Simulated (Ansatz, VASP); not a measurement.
**One calculation of Tl, two programs**

POSCAR

```
Tl
1.0
    3.0946566698      0.0000000000      0.0000000000
    0.0000000000      3.0946566698      0.0000000000
    0.0000000000      0.0000000000      3.0946566698
Tl
1
Direct
    0.0000000000      0.0000000000      0.0000000000
```

The input INCAR.step1:

```
PREC = Accurate
ENCUT = 520
ISMEAR = -1
SIGMA = 0.1
LREAL = False
LASPH = True
NELM = 100
NBANDS = 12
GGA = PE
ALGO = Normal
EDIFF = 1E-4
LWAVE = True
LCHARG = False
```

File INCAR.step2:

```
PREC = Accurate
ENCUT = 520
EDIFF = 1E-6
ISMEAR = -1
SIGMA = 0.1
LREAL = False
LASPH = True
NELM = 100
ALGO = Normal
ISIF = 2
LWAVE = False
LCHARG = False
METAGGA = R2SCAN
LMIXTAU = True
NBANDS = 12
ISTART = 1
```

The input KPOINTS:

```
Automatic mesh
0
Gamma
  11 11 11
```

Input for Ansatz:

```yaml
crystal:
  lattice:
    - [3.0946566698, 0.0, 0.0]
    - [0.0, 3.0946566698, 0.0]
    - [0.0, 0.0, 3.0946566698]
  atoms:
    - { symbol: Tl, position: [0.0, 0.0, 0.0] }
hamiltonian:
  xc: r2scan
  pseudopotentials:
    kind: paw
    azcp:
      Tl: "pseudopotentials/Tl.paw.azcp"
basis:
  ecutwfc: 500
  fft_grid_basis: typed
kpoints:
  mp_grid: { grid: [11, 11, 11], shift: [0, 0, 0] }
magnetization:
  spin_polarized: false
scf:
  occupations: { method: fermi_dirac, width: 0.1 }
  lower_state_search: "off"
output:
  stress: true
```

Alike in both runs: task single point; functional r2SCAN; k mesh 11 × 11 × 11; occupations fermi-dirac, width 0.1 eV; no spin polarisation.

|  | VASP | Ansatz |
| --- | --- | --- |
| version | VASP 6.6.1 | Ansatz 0.2.0 |
| potentials or method | VASP PAW PBE potentials, release 64 (Tl_d), cutoff 520 eV | plane waves (500 eV) with PAW, scalar-relativistic |
| valence electrons in the cell | 13 | 13 |

|  | VASP | Ansatz | Ansatz less VASP |
| --- | --- | --- | --- |
| pressure (GPa) | 3.2 | 3.2 | +0.01 |

VASP's potentials were made for PBE, not for r2SCAN.

Neither program's run includes spin-orbit coupling.
